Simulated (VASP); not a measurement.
# Se (Im-3m) in VASP: further runs, part 2 of 2

VASP 6.6.1. The steps go on from the part before.

### 5 Single point, PBE (volume scaled by 0.78)

The input, INCAR:

```
PREC = Accurate
ENCUT = 520
EDIFF = 1E-7
ISMEAR = -1
SIGMA = 0.08
LREAL = F
LASPH = T
NELM = 80
ALGO = Normal
ISIF = 2
LWAVE = F
LCHARG = F
GGA = PE
NBANDS = 9
```

The input, KPOINTS:

```
regular mesh
0
Gamma
  17 17 17
```

The input, POSCAR:

```
Se
1.0
   -1.5838705861      1.5838705861      1.5838705861
    1.5838705861     -1.5838705861      1.5838705861
    1.5838705861      1.5838705861     -1.5838705861
Se
1
Direct
    0.0000000000      0.0000000000      0.0000000000
```

Potentials or basis: VASP PAW PBE potentials, release 64 (Se).

Command:

```bash
$ cat potpaw_PBE.64/Se/POTCAR > POTCAR
$ mpirun -np 1 vasp_std > vasp.out
```

OUTCAR:

```text
PREC = Accurate
   ENCUT = 520
   EDIFF = 1E-7
   ISMEAR = -1
   LREAL = F
   LASPH = T
   NELM = 80
   ISIF = 2
   GGA = PE

 ion  position               nearest neighbor table
   1  0.000  0.000  0.000-

  LATTYP: Found a body centered cubic cell.
 ALAT       =     3.1677411722

  Lattice vectors:

 A1 = (  -1.5838705861,   1.5838705861,   1.5838705861)
 A2 = (   1.5838705861,  -1.5838705861,   1.5838705861)
 A3 = (   1.5838705861,   1.5838705861,  -1.5838705861)

Analysis of symmetry for initial positions (statically):
=====================================================================
 Subroutine PRICEL returns:
 Original cell was already a primitive cell.

 Routine SETGRP: Setting up the symmetry group for a
 body centered cubic supercell.

 Subroutine GETGRP returns: Found 48 space group operations
 (whereof 48 operations were pure point group operations)
 out of a pool of 48 trial point group operations.

The static configuration has the point symmetry O_h .

Analysis of symmetry for dynamics (positions and initial velocities):
=====================================================================
 Subroutine PRICEL returns:
 Original cell was already a primitive cell.

 Routine SETGRP: Setting up the symmetry group for a
 body centered cubic supercell.

 Subroutine GETGRP returns: Found 48 space group operations
 (whereof 48 operations were pure point group operations)
 out of a pool of 48 trial point group operations.

The dynamic configuration has the point symmetry O_h .

 Subroutine INISYM returns: Found 48 space group operations
 (whereof 48 operations are pure point group operations),
 and found     1 'primitive' translations

----------------------------------------------------------------------------------------

                                     Primitive cell

  volume of cell :      15.8935

  direct lattice vectors                    reciprocal lattice vectors
    -1.583870586  1.583870586  1.583870586     0.000000000  0.315682357  0.315682357
     1.583870586 -1.583870586  1.583870586     0.315682357  0.000000000  0.315682357
     1.583870586  1.583870586 -1.583870586     0.315682357  0.315682357  0.000000000

  length of vectors
     2.743344328  2.743344328  2.743344328     0.446442271  0.446442271  0.446442271

  position of ions in fractional coordinates (direct lattice)
     0.000000000  0.000000000  0.000000000

  ion indices of the primitive-cell ions
   primitive index   ion index
                 1           1

----------------------------------------------------------------------------------------

 KPOINTS: regular mesh

Automatic generation of k-mesh.
 Grid dimensions read from file:
 generate k-points for:   17   17   17

 Generating k-lattice:

  Cartesian coordinates                     Fractional coordinates (reciprocal lattice)
     0.000000000  0.018569550  0.018569550     0.058823529  0.000000000  0.000000000
     0.018569550  0.000000000  0.018569550     0.000000000  0.058823529  0.000000000
     0.018569550  0.018569550  0.000000000     0.000000000  0.000000000  0.058823529

  Length of vectors
     0.026261310  0.026261310  0.026261310

  Shift w.r.t. Gamma in fractional coordinates (k-lattice)
     0.000000000  0.000000000  0.000000000

 Subroutine IBZKPT returns following result:
 ===========================================

 Found    165 irreducible k-points:

 Following reciprocal coordinates:
            Coordinates               Weight
  0.000000  0.000000  0.000000      1.000000
  0.058824  0.000000  0.000000     12.000000
  0.117647  0.000000  0.000000     12.000000
  0.176471  0.000000  0.000000     12.000000
  0.235294  0.000000  0.000000     12.000000
  0.294118  0.000000  0.000000     12.000000
[... 16 lines left out ...]
  0.411765  0.117647  0.000000     48.000000
  0.176471  0.176471  0.000000     24.000000
 [... further k-points ...]
   k-points           NKPTS =    165   k-points in BZ     NKDIM =    165   number of bands    NBANDS=      9
   number of dos      NEDOS =    301   number of ions     NIONS =      1
   total plane-waves  NPLWV =   8000
   dimension x,y,z NGX =    20 NGY =   20 NGZ =   20
   dimension x,y,z NGXF=    40 NGYF=   40 NGZF=   40
   ions per type =               1
   NGX,Y,Z   is equivalent  to a cutoff of  12.12, 12.12, 12.12 a.u.
   NGXF,Y,Z  is equivalent  to a cutoff of  24.24, 24.24, 24.24 a.u.
 SYSTEM =  unknown system
   PREC   = accura    normal or accurate (medium, high low for compatibility)
   ISTART =      0    job   : 0-new  1-cont  2-samecut
   ICHARG =      2    charge: 1-file 2-atom 10-const
   ISPIN  =      1    spin polarized calculation?
   LNONCOLLINEAR =      F non collinear calculations
   LSORBIT =      F    spin-orbit coupling
   LASPH  =      T    aspherical Exc in radial PAW
   ENCUT  =  520.0 eV  38.22 Ry    6.18 a.u.   5.10  5.10  5.10*2*pi/ulx,y,z
   NELM   =     80;   NELMIN=  2; NELMDL= -5     # of ELM steps
   EDIFF  = 0.1E-06   stopping-criterion for ELM
   LREAL  =      F    real-space projection
   EDIFFG = 0.1E-05   stopping-criterion for IOM
   NSW    =      0    number of steps for IOM
   IBRION =     -1    ionic relax: 0-MD 1-quasi-New 2-CG
   NFREE  =      0    steps in history (QN), initial steepest desc. (CG)
   ISIF   =      2    stress and relaxation
   ISYM   =      2    0-nonsym 1-usesym 2-fastsym
   POTIM  = 0.5000    time-step for ionic-motion
   TEBEG  =    0.0;   TEEND  =   0.0 temperature during run
   PSTRESS=    0.0 pullay stress
   NELECT =       6.0000    total number of electrons
   NUPDOWN=      -1.0000    fix difference up-down
   EMIN   =  10.00;   EMAX   =-10.00  energy-range for DOS
   EFERMI =   0.00;   METHOD = LEGACY
   ISMEAR =    -1;   SIGMA  =   0.08  broadening in eV -4-tet -1-fermi 0-gaus
   EFERMI_NEDOS =   21; number of points for ismear=-14 and -15
   IALGO  =     38    algorithm
   IMIX   =      4    mixing-type and parameters
     AMIX     =   0.40;   BMIX     =  1.00
     AMIX_MAG =   1.60;   BMIX_MAG =  1.00
  volume/ion in A,a.u.               =      15.89       107.25
  Fermi-wavevector in a.u.,A,eV,Ry     =   1.183184  2.235893 19.047122  1.399924
  Thomas-Fermi vector in A             =   2.319423
   LORBIT       =      0    0 simple, 1 ext, 2 COOP (PROOUT), +10 PAW based schemes
   GGA     = PE    functional components
   LHFCALC =     F    Hartree Fock is set to
   AEXX    =    0.0000 exact exchange contribution
   IVDW    =     0    specifies the selected vdW correction
   LEPSILON=     F    determine dielectric tensor
   LRPA    =     F    only Hartree local field effects (RPA)
 non-spin polarized calculation
  energy-cutoff  :      520.00
  volume of cell :       15.89
 maximum number of plane-waves:       444
   NGX = 11   NGY = 11   NGZ = 11

 number of electron       5.9999998 magnetization

 Free energy of the ion-electron system (eV)
  ---------------------------------------------------
  ext. energy  EPLUGINS =         0.00000000
  ---------------------------------------------------
  free energy    TOTEN  =        -2.57383634 eV

  energy without entropy =       -2.56256434  energy(sigma->0) =       -2.56820034

 E-fermi :   8.9625     XC(G=0): -11.7603

 val. band max:        8.8705899317   @ k =  -0.1765   0.1765   0.1765
 cond. band min:       8.9731180093   @ k =   0.3529   0.1765   0.0588
 fundamental gap:      0.1025280776
 Fermi energy:         8.9624941979

 k-point     1 :       0.0000    0.0000    0.0000
  band No.  band energies     occupation
      1      -9.8069      2.00000
      2      13.3248      0.00000
      3      13.3248      0.00000
      4      13.3248      0.00000
      5      21.8740      0.00000
      6      21.8740      0.00000
      7      21.8740      0.00000
      8      23.9035      0.00000
      9      25.2671      0.00000

 k-point     2 :       0.0588    0.0000    0.0000
  band No.  band energies     occupation
      1      -9.7114      2.00000
      2      12.6956      0.00000
      3      13.0673      0.00000
      4      13.2740      0.00000
      5      21.4432      0.00000
      6      21.6449      0.00000
      7      22.3147      0.00000
      8      24.2419      0.00000
      9      24.3479      0.00000
[... 253 lines left out ...]
 k-point    24 :       0.1765    0.1765    0.0000
  band No.  band energies     occupation
      1      -7.3043      2.00000
      2       5.4845      2.00000
      3       8.3223      1.99933
      4      11.3842      0.00000
      5      18.5782      0.00000
      6      20.0293      0.00000
      7      24.0937      0.00000
      8      25.3176      0.00000
      9      28.9594      0.00000

 [... further k-points ...]
[... 5 lines left out ...]
  --------------------------------------------------------------------------------------
  -------------------------------------------------------------------------------------
  Total        3.1101619      3.1101619      3.1101619      0.0000000     -0.0000000      0.0000000
  in kB      313.5266795    313.5266795    313.5266795      0.0000000     -0.0000000      0.0000000
  external PRESSURE =     313.5266795 kB  Pullay stress =       0.0000000 kB

 VOLUME and BASIS-vectors are now :
 -----------------------------------------------------------------------------
  energy-cutoff  :      520.00
  volume of cell :       15.89
      direct lattice vectors                 reciprocal lattice vectors
    -1.583870586  1.583870586  1.583870586     0.000000000  0.315682357  0.315682357
     1.583870586 -1.583870586  1.583870586     0.315682357  0.000000000  0.315682357
     1.583870586  1.583870586 -1.583870586     0.315682357  0.315682357  0.000000000

 POSITION                                       TOTAL-FORCE (eV/Angst)
 -----------------------------------------------------------------------------------
      0.00000      0.00000      0.00000        -0.000000      0.000000     -0.000000
 -----------------------------------------------------------------------------------
    total drift:                                0.000000      0.000000     -0.000000

  FREE ENERGIE OF THE ION-ELECTRON SYSTEM (eV)
  ---------------------------------------------------
  free  energy   TOTEN  =        -2.5738363355 eV

  energy  without entropy=       -2.5625643401  energy(sigma->0) =       -2.56820034
```

OSZICAR:

```text
N       E                     dE             d eps       ncg     rms          rms(c)
DAV:   1     0.914072203325E+01    0.91407E+01   -0.31602E+03  2986   0.593E+02
DAV:   2    -0.237542138633E+01   -0.11516E+02   -0.11210E+02  4202   0.788E+01
DAV:   3    -0.257177526085E+01   -0.19635E+00   -0.19603E+00  3585   0.910E+00
DAV:   4    -0.257205361650E+01   -0.27836E-03   -0.27835E-03  3980   0.349E-01
DAV:   5    -0.257205375753E+01   -0.14103E-06   -0.14076E-06  3557   0.707E-03    0.516E+00
DAV:   6    -0.257301983087E+01   -0.96607E-03   -0.34288E-04  3497   0.144E-01    0.309E+00
DAV:   7    -0.257382166237E+01   -0.80183E-03   -0.83737E-04  3253   0.224E-01    0.341E-02
DAV:   8    -0.257383529630E+01   -0.13634E-04   -0.12737E-05  4037   0.310E-02    0.103E-02
DAV:   9    -0.257383633612E+01   -0.10398E-05   -0.11041E-06  3337   0.910E-03    0.926E-04
DAV:  10    -0.257383633552E+01    0.59958E-09   -0.12447E-08  2332   0.860E-04
   1 F= -.25738363E+01 E0= -.25682003E+01  d E =-.112720E-01
```

stdout:

```text
POSCAR found type information on POSCAR Se
 POSCAR found :  1 types and       1 ions
 scaLAPACK will be used
 LDA part: xc-table for (Slater+PW92), standard interpolation
 POSCAR, INCAR and KPOINTS ok, starting setup
 FFT: planning ... GRIDC
 FFT: planning ... GRID_SOFT
 FFT: planning ... GRID
 WAVECAR not read
 entering main loop
```

Wall time 14 s (1 thread of Intel Xeon Platinum 8259CL at 2.50GHz (Skylake/Cascade Lake), shared host); peak memory 0.14 GiB.

Results:

```
Free energy            : -2.5738 eV
Pressure               : 31.4 GPa
Band gap on the k mesh : zero (band 3 reaches 13.32 eV, above the bottom of band 4 at 4.06 eV)
```

### 6 Single point, PBE (volume scaled by 0.88)

The input, INCAR:

```
ALGO     = Normal         # electronic algorithm
EDIFF    = 1E-7           # SCF threshold, eV
ENCUT    = 520            # plane-wave cutoff, eV
GGA      = PE             # functional
ISIF     = 2              # what is computed and relaxed
ISMEAR   = -1             # smearing method
LASPH    = T              # aspherical terms in the spheres
LCHARG   = F              # write CHGCAR
LREAL    = F              # projectors in reciprocal space
LWAVE    = F              # write WAVECAR
NBANDS   = 9              # bands
NELM     = 60             # most SCF steps
PREC     = Accurate       # precision mode
SIGMA    = 0.08           # smearing width, eV
```

The input, KPOINTS:

```
k-points
0
Gamma
  17 17 17
```

The input, POSCAR:

```
Se
1.0
   -1.6488546883      1.6488546883      1.6488546883
    1.6488546883     -1.6488546883      1.6488546883
    1.6488546883      1.6488546883     -1.6488546883
Se
1
Direct
    0.0000000000      0.0000000000      0.0000000000
```

Potentials or basis: VASP PAW PBE potentials, release 64 (Se).

Command:

```bash
$ cat potpaw_PBE.64/Se/POTCAR > POTCAR
$ mpirun -np 1 vasp_std > vasp.out
```

Run time: 14 s. Hardware: 1 thread of Intel Xeon Platinum 8259CL at 2.50GHz (Skylake/Cascade Lake), shared host; peak memory 0.15 GiB.

Results (log left out):

| Property | Result |
| --- | --- |
| Free energy | -2.8393 eV |
| Pressure | 12.3 GPa |
| Band gap on the k mesh | zero (band 3 reaches 10.79 eV, above the bottom of band 4 at 3.08 eV) |

Levels at points of the mesh, in eV from the Fermi level:
```tsv
k point	band 1	band 2	band 3	band 4	band 5	band 6
(0.00, 0.00, 0.00)	-17.41	3.58	3.58	3.58	12.62	12.62
```

### 7 The runs side by side

```tsv
cell	gap on the mesh (eV)	pressure (GPa)
a = 2.365 Å, angles 109.5°, 1 atom	none	235.7
a = 2.485 Å, angles 109.5°, 1 atom	none	133.4
a = 2.621 Å, angles 109.5°, 1 atom	none	66.4
a = 2.743 Å, angles 109.5°, 1 atom	none	31.4
a = 2.856 Å, angles 109.5°, 1 atom	none	12.3
```

Alike in all rows: task single point; level PBE; potentials or basis VASP PAW PBE potentials, release 64 (Se); no spin polarisation; k mesh 17 × 17 × 17; cutoff (eV) 520; smearing fermi-dirac 0.08 eV.

Total energies depend on the potentials used, so only differences within one code and one set of settings carry meaning.
